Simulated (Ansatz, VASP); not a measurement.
## Ag2B3: VASP beside Ansatz

```
Ag B
1.0
     2.96326    0.00000    0.00000
    -1.48163    2.56626    0.00000
     0.00000    0.00000    7.79922
Ag B
2 3
Cartesian
  0.0000 1.7108 1.6142
  1.4816 0.8554 6.1850
  0.0000 0.0000 0.0000
  0.0000 1.7108 3.9726
  1.4816 0.8554 3.8266
```

Alike in both runs: functional PBE; k mesh 12 × 12 × 6; occupations gaussian, width 0.1 eV; no spin polarisation.

Ansatz relaxed the structure, and its values are those at the end. VASP's run is a single point on that final structure, the one shown.

|  | VASP | Ansatz |
| --- | --- | --- |
| version | VASP 6.6.1 | Ansatz 0.2.0 |
| potentials or method | VASP PAW PBE potentials, release 64 (Ag, B), cutoff 520 eV | scalar-relativistic, plane waves, PAW |
| valence electrons in the cell | 31 | 47 |

|  | VASP | Ansatz | Ansatz less VASP |
| --- | --- | --- | --- |
| gap on the k mesh at the Fermi level (eV) | none | none | - |
| pressure (GPa) | 0.0 | 0.0 | +0.05 |

A gap of «none» marks a metal or a gap that the smearing closes. The functional is the same, so the differences come from potentials, cutoffs and numerics. VASP's potentials hold 31 valence electrons a cell and Ansatz's 47, so a difference there can come from the potentials and not from the codes.
